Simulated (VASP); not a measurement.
Set up this calculation in VASP 6.6.1, as the native input.

```
Task                   : single point
Functional             : LDA
Potentials or basis    : VASP PAW LDA potentials, release 64 (V_sv)
Cutoff                 : 520 eV
k mesh                 : 13 × 13 × 13
Occupations            : fermi-dirac, width 0.05 eV
Spin                   : no spin polarisation
Dipole correction      : no
Further INCAR settings : ALGO = Normal; EDIFF = 1e-06; NBANDS = 20
```

The structure of V lies in POSCAR:

```
V
1.0
    0.0000000000      1.9519859340      1.9519859340
    1.9519859340      0.0000000000      1.9519859340
    1.9519859340      1.9519859340      0.0000000000
V
2
Direct
   -0.1250000000     -0.1250000000     -0.1250000000
    0.1250000000      0.1250000000      0.1250000000
```

This isn't the form of V at room conditions, which is bcc.

One way to write it, as run:

INCAR

```
SYSTEM = V
  PREC = Accurate
  ENCUT = 520
  EDIFF = 1E-6
  ISMEAR = -1
  SIGMA = 0.05
  LREAL = .False.
  LASPH = .True.
  NELM = 60
  ALGO = Normal
  ISIF = 2
  LWAVE = .False.
  LCHARG = .True.
  GGA = CA
  LELF = .True.
  LVHAR = .True.
  NBANDS = 20
```

KPOINTS

```
Automatic mesh
0
Gamma
  13 13 13
  0 0 0
```

Potentials or basis: VASP PAW LDA potentials, release 64 (V_sv).

The run is started by

```bash
$ cat potpaw_LDA.64/V_sv/POTCAR > POTCAR
$ mpirun -np 1 vasp_std > vasp.out
```

It gave:

```json
{"Pressure": "467.1 GPa", "Band gap on the k mesh": "zero (bands 13 and 14 overlap by 2.78 eV)"}
```

Caveat: atoms lie so close that the PAW spheres overlap strongly, which falsifies energies and pressures; the cell stands under pressure.

Run time: 18 s on 1 thread of Intel(R) Xeon(R) Platinum 8375C CPU @ 2.90GHz (Ice Lake), on a shared host, peak memory 0.14 GiB.
